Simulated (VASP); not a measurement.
Set up this calculation in VASP 6.6.1, as the native input.

| Item | Value |
| --- | --- |
| Task | single point |
| Functional | PBE |
| Potentials or basis | VASP PAW PBE potentials, release 64 (Sb) |
| Cutoff | 520 eV |
| k mesh | 10 × 10 × 10 |
| Occupations | gaussian, width 0.1 eV |
| Spin | no spin polarisation |
| Dipole correction | no |
| Further INCAR settings | ALGO = Normal; EDIFF = 1e-06; NBANDS = 18 |

The structure of Sb lies in POSCAR:

```
Sb
1.0
    5.1118287046      0.0000000000      0.0000000000
    0.0000000000      5.1118287046      0.0000000000
    0.0000000000      0.0000000000      5.1118287046
Sb
4
Direct
    0.1250315806      0.1250315806      0.1250315806
    0.3749684194      0.8749684194      0.6250315806
    0.6250315806      0.3749684194      0.8749684194
    0.8749684194      0.6250315806      0.3749684194
```

One way to write it, as run:

INCAR

```
PREC = Accurate ; ENCUT = 520
EDIFF = 1E-6 ; ISMEAR = 0
SIGMA = 0.1 ; LREAL = False
LASPH = True ; NELM = 100
ALGO = Normal ; ISIF = 2
LWAVE = False ; LCHARG = False
GGA = PE ; NBANDS = 18
```

KPOINTS

```
regular mesh
0
Gamma
  10 10 10
```

Potentials or basis: VASP PAW PBE potentials, release 64 (Sb).

Run with:

```bash
$ cat potpaw_PBE.64/Sb/POTCAR > POTCAR
$ mpirun -np 1 vasp_std > vasp.out
```

Results of the run:

```
Pressure               : 0.0 GPa
Band gap on the k mesh : zero (band 10 reaches 8.43 eV, above the bottom of band 11 at 5.32 eV)
```

Caveat: spin-orbit coupling is left out, which moves the levels of the heavy elements.

It took 78 s on 1 thread of Intel(R) Xeon(R) Platinum 8124M CPU @ 3.00GHz (Skylake/Cascade Lake) (shared host), peak memory 0.32 GiB.
